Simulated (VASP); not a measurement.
Runs of VASP 6.6.1 on WS2. The structure is that of space group P6_3/mmc (No. 194), or close to it. The cells are those of the table. 

```tsv
cell	gap on the mesh (eV)	pressure (GPa)	largest force (eV/Å)
a = 3.028, b = 3.028, c = 11.654 Å, angles 90.0, 90.0, 120.0°, 6 atoms	0.72	27.0	2.54
a = 3.028, b = 3.028, c = 12.140 Å, angles 90.0, 90.0, 120.0°, 6 atoms	0.97	15.9	1.05
a = 2.902, b = 2.902, c = 13.111 Å, angles 90.0, 90.0, 120.0°, 6 atoms	(a)	17.2	0.46
a = 3.028, b = 3.028, c = 11.169 Å, angles 90.0, 90.0, 120.0°, 6 atoms	(c)	40.6	4.24
a = 2.902, b = 2.902, c = 12.626 Å, angles 90.0, 90.0, 120.0°, 6 atoms	(b)	27.1	0.86
```

Alike in all rows: task single point; level PBE+D3(BJ); potentials or basis VASP PAW PBE potentials, release 64 (W_sv, S); no spin polarisation; k mesh 12 × 12 × 4; cutoff (eV) 520; smearing gaussian 0.05 eV.

Task: Fill in the values left out.

Result: (a) 0.87; (b) 1.02; (c) 0.44.

Caveats: the cell stands under pressure; spin-orbit coupling is left out, which moves the levels of the heavy elements; forces of over 1 eV/Å act on the atoms, so gaps and moduli don't describe the material at rest (at least some runs).

A k mesh can miss the band edges, and the runs leave out spin-orbit coupling on W.
